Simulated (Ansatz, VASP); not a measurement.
**Two plane-wave programs on Cu**

File INCAR:

```
PREC = Accurate
ENCUT = 600
EDIFF = 1E-6
ISMEAR = -1
SIGMA = 0.05
LREAL = False
LASPH = True
NELM = 120
ALGO = Normal
ISIF = 2
LWAVE = False
LCHARG = True
GGA = RP
IVDW = 12
LELF = True
LVHAR = True
NBANDS = 12
GGA_COMPAT = False
```

The input KPOINTS:

```
regular mesh
0
Gamma
  13 13 13
```

The input POSCAR:

```
Cu
1.0
    0.0000000000      1.7706018915      1.7706018915
    1.7706018915      0.0000000000      1.7706018915
    1.7706018915      1.7706018915      0.0000000000
Cu
1
Direct
    0.0000000000      0.0000000000      0.0000000000
```

The input input.yaml:

```yaml
crystal:
  lattice:
    - [0.0, 1.7706018915, 1.7706018915]
    - [1.7706018915, 0.0, 1.7706018915]
    - [1.7706018915, 1.7706018915, 0.0]
  atoms:
    - { symbol: Cu, position: [0.0, 0.0, 0.0] }
hamiltonian:
  xc: rpbe
  pseudopotentials: { kind: paw }
  dispersion: d3bj
kpoints:
  mp_grid: { grid: [13, 13, 13] }
scf:
  occupations: { method: fermi_dirac, width: 0.05 }
output:
  forces: true
  stress: true
  eigenvalues: true
```

Alike in both runs: task single point; functional RPBE; dispersion D3(BJ); k mesh 13 × 13 × 13; occupations fermi-dirac, width 0.05 eV; no spin polarisation.

|  | VASP | Ansatz |
| --- | --- | --- |
| version | VASP 6.6.1 | Ansatz 0.2.0 |
| potentials or method | VASP PAW PBE potentials, release 64 (Cu) | Ansatz PAW |
| plane-wave cutoff (eV) | 600 | 420 |
| valence electrons in the cell | 11 | 19 |

Ansatz gave:

```
gap on the k mesh at the Fermi level (eV) : none
pressure (GPa)                            : -25.5
```

Problem. Which values does VASP return?

Solution. gap on the k mesh at the Fermi level (eV): none; pressure (GPa): -24.8.

VASP's potentials were made for PBE, not for RPBE. A gap of «none» marks a metal or a gap that the smearing closes. VASP's potentials hold 11 valence electrons a cell and Ansatz's 19, so a difference there can come from the potentials and not from the codes.
